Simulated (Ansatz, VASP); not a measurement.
Bi: VASP beside Ansatz

File INCAR:

```
SYSTEM = Bi
  ALGO = Normal
  EDIFF = 1E-7
  ENCUT = 520
  ISIF = 2
  ISMEAR = -1
  LASPH = .TRUE.
  LCHARG = .FALSE.
  LREAL = .FALSE.
  LWAVE = .FALSE.
  NBANDS = 22
  NELM = 60
  PREC = Accurate
  SIGMA = 0.08
```

File KPOINTS:

```
k-points
0
G
  11 11 11
  0 0 0
```

POSCAR

```
Bi
1.0
    0.0000000000      3.2245241069      3.2245241069
    3.2245241069      0.0000000000      3.2245241069
    3.2245241069      3.2245241069      0.0000000000
Bi
2
Direct
   -0.1250000000     -0.1250000000     -0.1250000000
    0.1250000000      0.1250000000      0.1250000000
```

Input for Ansatz:

```yaml
crystal:
  lattice:
    - [0.0, 3.2245241069, 3.2245241069]
    - [3.2245241069, 0.0, 3.2245241069]
    - [3.2245241069, 3.2245241069, 0.0]
  atoms:
    - { symbol: Bi, position: [-0.125, -0.125, -0.125] }
    - { symbol: Bi, position: [0.125, 0.125, 0.125] }
kpoints:
  mp_grid: { grid: [11, 11, 11] }
scf:
  occupations: { method: fermi_dirac, width: 0.08 }
hamiltonian:
  xc: lda
  pseudopotentials: { kind: all_electron, lapw: { basis_error: 0.001 } }
output:
  forces: true
  stress: true
  eigenvalues: true
  populations: true
```

Change from the starting cell: volume scaled by 0.75, LAPW.

Alike in both runs: task single point; functional LDA; k mesh 11 × 11 × 11; occupations fermi-dirac, width 0.08 eV; no spin polarisation.

|  | VASP | Ansatz |
| --- | --- | --- |
| version | VASP 6.6.1 | Ansatz 0.2.0 |
| potentials or method | VASP PAW LDA potentials, release 64 (Bi_d), cutoff 520 eV | all-electron LAPW, scalar-relativistic |

```csv
,VASP,Ansatz,Ansatz less VASP
pressure (GPa),19.0,18.8,-0.17
```

LDA's correlation is that of Perdew and Zunger in VASP and of Perdew and Wang (1992) in Ansatz. Ansatz ran all-electron here, and VASP with PAW potentials.

Neither program's run includes spin-orbit coupling.
